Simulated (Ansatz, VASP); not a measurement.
**ReOs3C in VASP and in Ansatz**

Contents of INCAR:

```
SYSTEM = ReOs3C
  ALGO = Normal
  EDIFF = 1E-6
  EDIFFG = -0.01
  ENCUT = 600
  GGA = PE
  IBRION = 2
  ISIF = 3
  ISMEAR = 0
  LASPH = .True.
  LCHARG = .False.
  LREAL = .False.
  LWAVE = .False.
  NELM = 100
  NSW = 100
  PREC = Accurate
  SIGMA = 0.1
```

KPOINTS

```
k-points
0
Gamma
  10 10 10
  0 0 0
```

Contents of POSCAR:

```
ReOs3C
1.0
    4.0360264859      0.0000000000      0.0000000000
    0.0000000000      4.0360264859      0.0000000000
    0.0000000000      0.0000000000      4.0360264859
Re Os C
1 3 1
Direct
    0.0000000000      0.0000000000      0.0000000000
    0.0000000000      0.5000000000      0.5000000000
    0.5000000000      0.0000000000      0.5000000000
    0.5000000000      0.5000000000      0.0000000000
    0.5000000000      0.5000000000      0.5000000000
```

Input for Ansatz:

```yaml
crystal:
  lattice:
    - [4.0360264859, 0.0, 0.0]
    - [0.0, 4.0360264859, 0.0]
    - [0.0, 0.0, 4.0360264859]
  atoms:
    - { symbol: Re, position: [0.0, 0.0, 0.0] }
    - { symbol: Os, position: [0.0, 0.5, 0.5] }
    - { symbol: Os, position: [0.5, 0.0, 0.5] }
    - { symbol: Os, position: [0.5, 0.5, 0.0] }
    - { symbol: C, position: [0.5, 0.5, 0.5] }
basis:
  ecutwfc: 420
kpoints:
  mp_grid: { grid: [10, 10, 10] }
hamiltonian:
  xc: pbe
scf:
  occupations: { method: gaussian, width: 0.1 }
output:
  forces: true
  stress: true
  eigenvalues: true
  write_density: true
  write_potential: true
  elf: true
  volumetric_format: npy
relax:
  adjacent_minimum: "off"
  f_tol: 0.01
  max_steps: 80
  cell: { stress_tol: 0.05 }
```

Alike in both runs: task relaxation of cell and atoms; functional PBE; k mesh 10 × 10 × 10; occupations gaussian, width 0.1 eV; no spin polarisation.

```csv
,VASP,Ansatz
version,VASP 6.6.1,Ansatz 0.2.0
potentials or method,"VASP PAW PBE potentials, release 64 (Re, Os, C), cutoff 600 eV","scalar-relativistic, plane waves, PAW"
valence electrons in the cell,35,67
```

Ansatz gave:

| Property | Result |
| --- | --- |
| gap on the k mesh at the Fermi level, each at its own relaxed structure (eV) | none |
| relaxed volume (Å³/atom) | 13.15 |
| relaxed length of the cell vector where the two differ most in proportion (Å) | 4.037 |

Problem. Estimate VASP's values.

Solution. gap on the k mesh at the Fermi level, each at its own relaxed structure (eV): none; relaxed volume (Å³/atom): 13.21; relaxed length of the cell vector where the two differ most in proportion (Å): 4.042.

A gap of «none» marks a metal or a gap that the smearing closes. VASP's potentials hold 35 valence electrons a cell and Ansatz's 67, so a difference there can come from the potentials and not from the codes.

Spin-orbit coupling is off throughout.
